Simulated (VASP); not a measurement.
Input of a VASP 6.6.1 run:

The input INCAR:

```
ALGO = Normal
EDIFF = 1E-6
ENCUT = 520
GGA = PS
ISIF = 2
ISMEAR = 0
LASPH = True
LCHARG = False
LREAL = False
LWAVE = False
NBANDS = 40
NELM = 60
PREC = Accurate
SIGMA = 0.02
```

KPOINTS

```
k-points
0
Gamma
  6 6 6
```

POSCAR

```
YAl5N6
1.0
    5.6351682986      0.0000000289      0.0000000000
   -2.8175841743      4.8801988868      0.0000000000
    0.0000000000      0.0000000000      5.0988761000
Y Al N
1 5 6
Direct
    0.0000000000      0.0000000000      0.9751440000
    0.6666666667      0.3333333333      0.9965620000
    0.3333333333      0.6666666667      0.9965620000
    0.0000000000      0.3496660000      0.5019760000
    0.6503340000      0.6503340000      0.5019760000
    0.3496660000      0.0000000000      0.5019760000
    0.6666666667      0.3333333333      0.3737920000
    0.3333333333      0.6666666667      0.3737920000
    0.0000000000      0.0000000000      0.4424600000
    0.0000000000      0.3852310000      0.8719200000
    0.6147690000      0.6147690000      0.8719200000
    0.3852310000      0.0000000000      0.8719200000
```

Potentials or basis: VASP PAW PBE potentials, release 64 (Y_sv, Al, N).

The run is started by

```sh
$ cat potpaw_PBE.64/Y_sv/POTCAR potpaw_PBE.64/Al/POTCAR potpaw_PBE.64/N/POTCAR > POTCAR
$ mpirun -np 1 vasp_std > vasp.out
```

**Question.** What does it give for the band gap on the k mesh?

**Answer.** 3.24 eV (least direct gap 3.40 eV).

**Question.** What does it give for the pressure?

**Answer.** -3.6 GPa.

**Question.** What does it give for the largest force?

**Answer.** 0.073 eV/Å.

Stress tensor (GPa, compression positive):
```
-3.56  0.00  0.00
 0.00 -3.56  0.00
 0.00  0.00 -3.70
```

Caveat: the cell stands under tension; the PAW data sets were made with another functional, which shifts forces and pressure a little. A k mesh can miss the band edges.
